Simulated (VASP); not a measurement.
# GaN (P6_3mc) in VASP: notebook

GaN is run at these levels: PBE; tasks: single point.

Everything below comes from runs of VASP 6.6.1. Logs are shortened: lines on timing, memory, paths and dates and some standing lists are left out, and cuts for length are marked.

**1. The cell of the first run**

The structure is hexagonal, space group P6_3mc (No. 186). The conventional cell has a = 3.146 Å, b = 3.146 Å, c = 10.145 Å, α = 90.00°, β = 90.00°, γ = 120.00°. Within 2.5 Å of Ga (site symmetry 3m) lie 4 N at 1.91 to 1.96 Å. Within 2.5 Å of Ga (site symmetry 3m) lie 3 N at 1.90 Å. N (site symmetry 3m) has 4 Ga at 1.90 to 1.96 Å within 2.5 Å. Within 2.5 Å of N (site symmetry 3m) lie 3 Ga at 1.91 Å.

**2. Single point, PBE**

Contents of INCAR:

```
PREC     = Accurate       # precision mode
ENCUT    = 600            # plane-wave cutoff, eV
EDIFF    = 1E-6           # SCF threshold, eV
ISMEAR   = -1             # smearing method
SIGMA    = 0.05           # smearing width, eV
LREAL    = False          # projectors in reciprocal space
LASPH    = True           # aspherical terms in the spheres
NELM     = 120            # most SCF steps
ALGO     = Normal         # electronic algorithm
ISIF     = 2              # what is computed and relaxed
LWAVE    = False          # write WAVECAR
LCHARG   = False          # write CHGCAR
GGA      = PE             # functional
NBANDS   = 46             # bands
GGA_COMPAT= False
```

Contents of KPOINTS:

```
Automatic mesh
0
Gamma
  10 10 3
```

Contents of POSCAR:

```
GaN
1.0
    3.1459778032      0.0000000000      0.0000000000
   -1.5729889016      2.7244966974      0.0000000000
    0.0000000000      0.0000000000     10.1454165942
Ga N
4 4
Direct
    0.0000000000      0.0000000000      0.7858680000
    0.6666666667      0.3333333333      0.0373490000
    0.3333333333      0.6666666667      0.5373490000
    0.0000000000      0.0000000000      0.2858680000
    0.0000000000      0.0000000000      0.0930380000
    0.6666666667      0.3333333333      0.3437450000
    0.0000000000      0.0000000000      0.5930380000
    0.3333333333      0.6666666667      0.8437450000
```

Potentials or basis: VASP PAW PBE potentials, release 64 (Ga_d, N).

The run is started by

```
$ cat potpaw_PBE.64/Ga_d/POTCAR potpaw_PBE.64/N/POTCAR > POTCAR
$ mpirun -np 1 vasp_std > vasp.out
```

OUTCAR:

```text
PREC = Accurate
   ENCUT = 600
   EDIFF = 1E-6
   ISMEAR = -1
   LREAL = False
   LASPH = True
   NELM = 120
   ISIF = 2
   GGA = PE

 ion  position               nearest neighbor table
   1  0.000  0.000  0.786-   8 1.91   8 1.91   8 1.91   7 1.96
   2  0.667  0.333  0.037-   5 1.90   5 1.90   5 1.90
   3  0.333  0.667  0.537-   7 1.90   7 1.90   7 1.90
   4  0.000  0.000  0.286-   6 1.91   6 1.91   6 1.91   5 1.96
   5  0.000  0.000  0.093-   2 1.90   2 1.90   2 1.90   4 1.96
   6  0.667  0.333  0.344-   4 1.91   4 1.91   4 1.91
   7  0.000  0.000  0.593-   3 1.90   3 1.90   3 1.90   1 1.96
   8  0.333  0.667  0.844-   1 1.91   1 1.91   1 1.91

  LATTYP: Found a hexagonal cell.
 ALAT       =     3.1459778032
 C/A-ratio  =     3.2248849893

  Lattice vectors:

 A1 = (   3.1459778032,   0.0000000000,   0.0000000000)
 A2 = (  -1.5729889016,   2.7244966974,   0.0000000000)
 A3 = (   0.0000000000,   0.0000000000,  10.1454165942)

Analysis of symmetry for initial positions (statically):
=====================================================================
 Subroutine PRICEL returns:
 Original cell was already a primitive cell.

 Routine SETGRP: Setting up the symmetry group for a
 hexagonal supercell.

 Subroutine GETGRP returns: Found 12 space group operations
 (whereof  6 operations were pure point group operations)
 out of a pool of 24 trial point group operations.

The static configuration has the point symmetry C_3v.
 The point group associated with its full space group is C_6v.

Analysis of symmetry for dynamics (positions and initial velocities):
=====================================================================
 Subroutine PRICEL returns:
 Original cell was already a primitive cell.

 Routine SETGRP: Setting up the symmetry group for a
 hexagonal supercell.

 Subroutine GETGRP returns: Found 12 space group operations
 (whereof  6 operations were pure point group operations)
 out of a pool of 24 trial point group operations.

The dynamic configuration has the point symmetry C_3v.
 The point group associated with its full space group is C_6v.

 Subroutine INISYM returns: Found 12 space group operations
 (whereof  6 operations are pure point group operations),
 and found     1 'primitive' translations

----------------------------------------------------------------------------------------

                                     Primitive cell

  volume of cell :      86.9585

  direct lattice vectors                    reciprocal lattice vectors
     3.145977803  0.000000000  0.000000000     0.317866197  0.183520134  0.000000000
    -1.572988902  2.724496697  0.000000000     0.000000000  0.367040269  0.000000000
     0.000000000  0.000000000 10.145416594     0.000000000  0.000000000  0.098566677

  length of vectors
     3.145977803  3.145977803 10.145416594     0.367040269  0.367040269  0.098566677

  position of ions in fractional coordinates (direct lattice)
     0.000000000  0.000000000  0.785868000
     0.666666667  0.333333333  0.037349000
     0.333333333  0.666666667  0.537349000
     0.000000000  0.000000000  0.285868000
     0.000000000  0.000000000  0.093038000
     0.666666667  0.333333333  0.343745000
     0.000000000  0.000000000  0.593038000
     0.333333333  0.666666667  0.843745000

  ion indices of the primitive-cell ions
   primitive index   ion index
                 1           1
                 2           2
                 3           3
                 4           4
                 5           5
                 6           6
                 7           7
                 8           8

----------------------------------------------------------------------------------------

 KPOINTS: Automatic mesh

Automatic generation of k-mesh.
 Grid dimensions read from file:
 generate k-points for:   10   10    3

 Generating k-lattice:

  Cartesian coordinates                     Fractional coordinates (reciprocal lattice)
     0.031786620  0.018352013  0.000000000     0.100000000 -0.000000000  0.000000000
     0.000000000  0.036704027  0.000000000     0.000000000  0.100000000  0.000000000
     0.000000000  0.000000000  0.032855559     0.000000000  0.000000000  0.333333333

  Length of vectors
     0.036704027  0.036704027  0.032855559

  Shift w.r.t. Gamma in fractional coordinates (k-lattice)
     0.000000000  0.000000000  0.000000000

 Subroutine IBZKPT returns following result:
 ===========================================

 Found     28 irreducible k-points:

 Following reciprocal coordinates:
            Coordinates               Weight
  0.000000  0.000000  0.000000      1.000000
  0.100000  0.000000  0.000000      6.000000
  0.200000  0.000000  0.000000      6.000000
  0.300000  0.000000  0.000000      6.000000
  0.400000  0.000000  0.000000      6.000000
  0.500000  0.000000  0.000000      3.000000
[... 16 lines left out ...]
  0.300000  0.100000  0.333333     24.000000
  0.400000  0.100000  0.333333     24.000000
 [... further k-points ...]
   k-points           NKPTS =     28   k-points in BZ     NKDIM =     28   number of bands    NBANDS=     46
   number of dos      NEDOS =    301   number of ions     NIONS =      8
   total plane-waves  NPLWV =  65856
   dimension x,y,z NGX =    28 NGY =   28 NGZ =   84
   dimension x,y,z NGXF=    56 NGYF=   56 NGZF=  168
   ions per type =               4   4
   NGX,Y,Z   is equivalent  to a cutoff of  14.80, 14.80, 13.76 a.u.
   NGXF,Y,Z  is equivalent  to a cutoff of  29.59, 29.59, 27.53 a.u.
 SYSTEM =  unknown system
   PREC   = accura    normal or accurate (medium, high low for compatibility)
   ISTART =      0    job   : 0-new  1-cont  2-samecut
   ICHARG =      2    charge: 1-file 2-atom 10-const
   ISPIN  =      1    spin polarized calculation?
   LNONCOLLINEAR =      F non collinear calculations
   LSORBIT =      F    spin-orbit coupling
   LASPH  =      T    aspherical Exc in radial PAW
   ENCUT  =  600.0 eV  44.10 Ry    6.64 a.u.   6.28  6.28 20.26*2*pi/ulx,y,z
   NELM   =    120;   NELMIN=  2; NELMDL= -5     # of ELM steps
   EDIFF  = 0.1E-05   stopping-criterion for ELM
   LREAL  =      F    real-space projection
   EDIFFG = 0.1E-04   stopping-criterion for IOM
   NSW    =      0    number of steps for IOM
   IBRION =     -1    ionic relax: 0-MD 1-quasi-New 2-CG
   NFREE  =      0    steps in history (QN), initial steepest desc. (CG)
   ISIF   =      2    stress and relaxation
   ISYM   =      2    0-nonsym 1-usesym 2-fastsym
   POTIM  = 0.5000    time-step for ionic-motion
   TEBEG  =    0.0;   TEEND  =   0.0 temperature during run
   PSTRESS=    0.0 pullay stress
   NELECT =      72.0000    total number of electrons
   NUPDOWN=      -1.0000    fix difference up-down
   EMIN   =  10.00;   EMAX   =-10.00  energy-range for DOS
   EFERMI =   0.00;   METHOD = LEGACY
   ISMEAR =    -1;   SIGMA  =   0.05  broadening in eV -4-tet -1-fermi 0-gaus
   EFERMI_NEDOS =   21; number of points for ismear=-14 and -15
   IALGO  =     38    algorithm
   IMIX   =      4    mixing-type and parameters
     AMIX     =   0.40;   BMIX     =  1.00
     AMIX_MAG =   1.60;   BMIX_MAG =  1.00
  volume/ion in A,a.u.               =      10.87        73.35
  Fermi-wavevector in a.u.,A,eV,Ry     =   1.537264  2.905007 32.153014  2.363180
  Thomas-Fermi vector in A             =   2.643797
   LORBIT       =      0    0 simple, 1 ext, 2 COOP (PROOUT), +10 PAW based schemes
   GGA     = PE    functional components
   LHFCALC =     F    Hartree Fock is set to
   AEXX    =    0.0000 exact exchange contribution
   IVDW    =     0    specifies the selected vdW correction
   LEPSILON=     F    determine dielectric tensor
   LRPA    =     F    only Hartree local field effects (RPA)
 non-spin polarized calculation
  energy-cutoff  :      600.00
  volume of cell :       86.96
 maximum number of plane-waves:      2926
 NGX is ok and might be reduce to    28
   NGX = 13   NGY = 13   NGZ = 41

 number of electron      72.0000017 magnetization

 Free energy of the ion-electron system (eV)
  ---------------------------------------------------
  ext. energy  EPLUGINS =         0.00000000
  ---------------------------------------------------
  free energy    TOTEN  =       -46.16202317 eV

  energy without entropy =      -46.16202312  energy(sigma->0) =      -46.16202314

 E-fermi :   7.0053     XC(G=0): -12.0434

 val. band max:        6.3386946671   @ k =   0.0000   0.0000   0.0000
 cond. band min:       7.6187719723   @ k =   0.0000   0.0000   0.0000
 fundamental gap:      1.2800773052
 Fermi energy:         7.0052959474

 k-point     1 :       0.0000    0.0000    0.0000
  band No.  band energies     occupation
      1     -10.5324      2.00000
      2     -10.1624      2.00000
      3      -9.3827      2.00000
      4      -9.1695      2.00000
      5      -8.0481      2.00000
      6      -8.0481      2.00000
[... 38 lines left out ...]
     45      15.2783      0.00000
     46      16.0438      0.00000

 k-point     2 :       0.1000    0.0000    0.0000
  band No.  band energies     occupation
      1     -10.4286      2.00000
      2     -10.0912      2.00000
      3      -9.3056      2.00000
      4      -9.1347      2.00000
      5      -8.0557      2.00000
      6      -8.0553      2.00000
[... 38 lines left out ...]
     45      15.6343      0.00000
     46      15.7734      0.00000

 k-point     3 :       0.2000    0.0000    0.0000
  band No.  band energies     occupation
      1     -10.1635      2.00000
      2      -9.9190      2.00000
      3      -9.1206      2.00000
      4      -9.0471      2.00000
      5      -8.0535      2.00000
      6      -8.0502      2.00000
[... 38 lines left out ...]
     45      15.0863      0.00000
     46      15.6533      0.00000

 k-point     4 :       0.3000    0.0000    0.0000
  band No.  band energies     occupation
      1      -9.8762      2.00000
      2      -9.7460      2.00000
      3      -8.9393      2.00000
      4      -8.9292      2.00000
      5      -8.0324      2.00000
      6      -8.0269      2.00000
[... 920 lines left out ...]
     45      14.8856      0.00000
     46      15.3002      0.00000

 k-point    23 :       0.3000    0.1000    0.3333
  band No.  band energies     occupation
      1      -9.7309      2.00000
      2      -9.6902      2.00000
      3      -8.8637      2.00000
      4      -8.8567      2.00000
      5      -8.0165      2.00000
      6      -8.0142      2.00000
[... 38 lines left out ...]
     45      15.6026      0.00000
     46      15.8322      0.00000

 k-point    24 :       0.4000    0.1000    0.3333
  band No.  band energies     occupation
      1      -9.6452      2.00000
      2      -9.6236      2.00000
      3      -8.7961      2.00000
      4      -8.7926      2.00000
      5      -8.0085      2.00000
      6      -8.0055      2.00000
[... 38 lines left out ...]
     45      15.6248      0.00000
     46      16.1657      0.00000

 [... further k-points ...]

------------------------ aborting loop because EDIFF is reached ----------------------------------------

  FORCE on cell =-STRESS in cart. coord.  units (eV):
  Direction    XX          YY          ZZ          XY          YZ          ZX
  --------------------------------------------------------------------------------------
  -------------------------------------------------------------------------------------
  Total        5.7136885      5.7136885      7.6032134      0.0000000      0.0000000      0.0000000
  in kB      105.2725918    105.2725918    140.0863880      0.0000000      0.0000000      0.0000000
  external PRESSURE =     116.8771905 kB  Pullay stress =       0.0000000 kB

 VOLUME and BASIS-vectors are now :
 -----------------------------------------------------------------------------
  energy-cutoff  :      600.00
  volume of cell :       86.96
      direct lattice vectors                 reciprocal lattice vectors
     3.145977803  0.000000000  0.000000000     0.317866197  0.183520134  0.000000000
    -1.572988902  2.724496697  0.000000000     0.000000000  0.367040269  0.000000000
     0.000000000  0.000000000 10.145416594     0.000000000  0.000000000  0.098566677

 POSITION                                       TOTAL-FORCE (eV/Angst)
 -----------------------------------------------------------------------------------
      0.00000      0.00000      7.97296         0.000000      0.000000     -0.031328
      1.57299      0.90817      0.37892         0.000000      0.000000     -0.559043
     -0.00000      1.81633      5.45163        -0.000000     -0.000000     -0.559043
      0.00000      0.00000      2.90025        -0.000000      0.000000     -0.031328
      0.00000      0.00000      0.94391         0.000000     -0.000000     -0.161106
      1.57299      0.90817      3.48744         0.000000      0.000000      0.751477
      0.00000      0.00000      6.01662        -0.000000      0.000000     -0.161106
     -0.00000      1.81633      8.56014        -0.000000      0.000000      0.751477
 -----------------------------------------------------------------------------------
    total drift:                                0.000000      0.000000     -0.001231

  FREE ENERGIE OF THE ION-ELECTRON SYSTEM (eV)
  ---------------------------------------------------
  free  energy   TOTEN  =       -46.1620231657 eV

  energy  without entropy=      -46.1620231210  energy(sigma->0) =      -46.16202314
```

It took 1.7 min on 1 thread of AMD EPYC 9R45 (Zen 5), shared host; peak memory 0.26 GiB.

Results:

| Property | Result |
| --- | --- |
| Free energy | -46.1620 eV |
| Pressure | 11.7 GPa |
| Largest force | 0.751 eV/Å |
| Band gap on the k mesh | 1.28 eV |

Forces on the atoms (eV/Å):
```
Ga   0.000  0.000 -0.031
Ga   0.000  0.000 -0.559
Ga   0.000  0.000 -0.559
Ga   0.000  0.000 -0.031
N    0.000  0.000 -0.161
N    0.000  0.000  0.751
N    0.000  0.000 -0.161
N    0.000  0.000  0.751
```

Levels at points of the mesh, in eV from the valence-band top:
| k point | band 34 | band 35 | band 36 | band 37 | band 38 | band 39 |
| --- | --- | --- | --- | --- | --- | --- |
| (0.00, 0.00, 0.00) | -0.54 | -0.54 | 0.00 | 1.28 | 3.78 | 3.94 |
| (0.50, 0.00, 0.00) | -2.07 | -1.58 | -0.85 | 2.16 | 2.68 | 4.96 |

Caveat: the cell stands under pressure.

**3. Single point, PBE**

This run uses another cell than the first one, of 11.10 Å³/atom.

Contents of INCAR:

```
PREC = Accurate ; ENCUT = 600
EDIFF = 1E-6 ; ISMEAR = -1
SIGMA = 0.05 ; LREAL = F
LASPH = T ; NELM = 120
ALGO = Normal ; ISIF = 2
LWAVE = F ; LCHARG = F
GGA = PE ; NBANDS = 46
GGA_COMPAT = F
```

Contents of KPOINTS:

```
regular mesh
0
Gamma
  10 10 3
```

POSCAR: that of step 2 with these lines changed.

```diff
@@ -2,5 +2,5 @@
 1.0
-    3.1459778032      0.0000000000      0.0000000000
-   -1.5729889016      2.7244966974      0.0000000000
-    0.0000000000      0.0000000000     10.1454165942
+    3.1681333064      0.0000000000      0.0000000000
+   -1.5840666532      2.7436839260      0.0000000000
+    0.0000000000      0.0000000000     10.2168655440
 Ga N
```

Potentials or basis: VASP PAW PBE potentials, release 64 (Ga_d, N).

The run is started by

```
$ cat potpaw_PBE.64/Ga_d/POTCAR potpaw_PBE.64/N/POTCAR > POTCAR
$ mpirun -np 1 vasp_std > vasp.out
```

Run time: 1.7 min. Hardware: 1 thread of AMD EPYC 9R45 (Zen 5), shared host; peak memory 0.26 GiB.

It converged, with:

```
Free energy            : -46.2737 eV
Pressure               : 7.3 GPa
Largest force          : 0.600 eV/Å
Band gap on the k mesh : 1.12 eV
```

Forces on the atoms (eV/Å):
```
Ga   0.000  0.000 -0.011
Ga   0.000  0.000 -0.409
Ga   0.000  0.000 -0.409
Ga   0.000  0.000 -0.011
N    0.000  0.000 -0.180
N    0.000  0.000  0.600
N    0.000  0.000 -0.180
N    0.000  0.000  0.600
```

Stress tensor (GPa, compression positive):
```
 5.61  0.00  0.00
 0.00  5.61  0.00
 0.00  0.00 10.60
```

Levels at points of the mesh, in eV from the valence-band top:
```tsv
k point	band 32	band 33	band 34	band 35	band 36	band 37	band 38	band 39	band 40	band 41
(0.00, 0.00, 0.00)	-0.57	-0.57	-0.54	-0.54	0.00	1.12	3.62	3.80	3.85	7.27
(0.50, 0.00, 0.00)	-2.42	-2.24	-2.02	-1.56	-0.81	2.09	2.60	4.89	4.92	5.97
```

Caveat: the cell stands under pressure.

**4. Single point, PBE**

This run uses another cell than the first one, of 11.33 Å³/atom.

Contents of INCAR:

```
SYSTEM = GaN
  PREC = Accurate
  ENCUT = 600
  EDIFF = 1E-6
  ISMEAR = -1
  SIGMA = 0.05
  LREAL = .False.
  LASPH = .True.
  NELM = 120
  ALGO = Normal
  ISIF = 2
  LWAVE = .False.
  LCHARG = .False.
  GGA = PE
  NBANDS = 46
  GGA_COMPAT = .False.
```

Contents of KPOINTS:

```
Automatic mesh
0
Gamma
  10 10 3
  0 0 0
```

POSCAR: that of step 3 with these lines changed.

```diff
@@ -2,5 +2,5 @@
 1.0
-    3.1681333064      0.0000000000      0.0000000000
-   -1.5840666532      2.7436839260      0.0000000000
-    0.0000000000      0.0000000000     10.2168655440
+    3.1899831921      0.0000000000      0.0000000000
+   -1.5949915960      2.7626064820      0.0000000000
+    0.0000000000      0.0000000000     10.2873289123
 Ga N
```

The run is started by

```
$ cat potpaw_PBE.64/Ga_d/POTCAR potpaw_PBE.64/N/POTCAR > POTCAR
$ mpirun -np 1 vasp_std > vasp.out
```

It took 1.7 min on 1 thread of AMD EPYC 9R45 (Zen 5), shared host; peak memory 0.26 GiB.

It converged, with:

```yaml
Free_energy: -46.3373 eV
Pressure: 3.3 GPa
Largest_force: 0.461 eV/Å
Band_gap_on_the_k_mesh: 0.96 eV
```

Forces in eV/Å, atoms in the order of the input:
```
Ga   0.000  0.000  0.007
Ga   0.000  0.000 -0.271
Ga   0.000  0.000 -0.271
Ga   0.000  0.000  0.007
N    0.000  0.000 -0.197
N    0.000  0.000  0.461
N    0.000  0.000 -0.197
N    0.000  0.000  0.461
```

Stress tensor (GPa, compression positive):
```
1.21 0.00 0.00
0.00 1.21 0.00
0.00 0.00 7.54
```

Levels at points of the mesh, in eV from the valence-band top:
| k point | band 32 | band 33 | band 34 | band 35 | band 36 | band 37 | band 38 | band 39 | band 40 | band 41 |
| --- | --- | --- | --- | --- | --- | --- | --- | --- | --- | --- |
| (0.00, 0.00, 0.00) | -0.57 | -0.57 | -0.54 | -0.54 | 0.00 | 0.96 | 3.46 | 3.65 | 3.71 | 7.13 |
| (0.50, 0.00, 0.00) | -2.38 | -2.19 | -1.97 | -1.54 | -0.78 | 2.01 | 2.52 | 4.81 | 4.81 | 5.91 |

Caveat: the stress differs along the axes, from 1 to 8 GPa.

(Continued in part 2 of 2.)
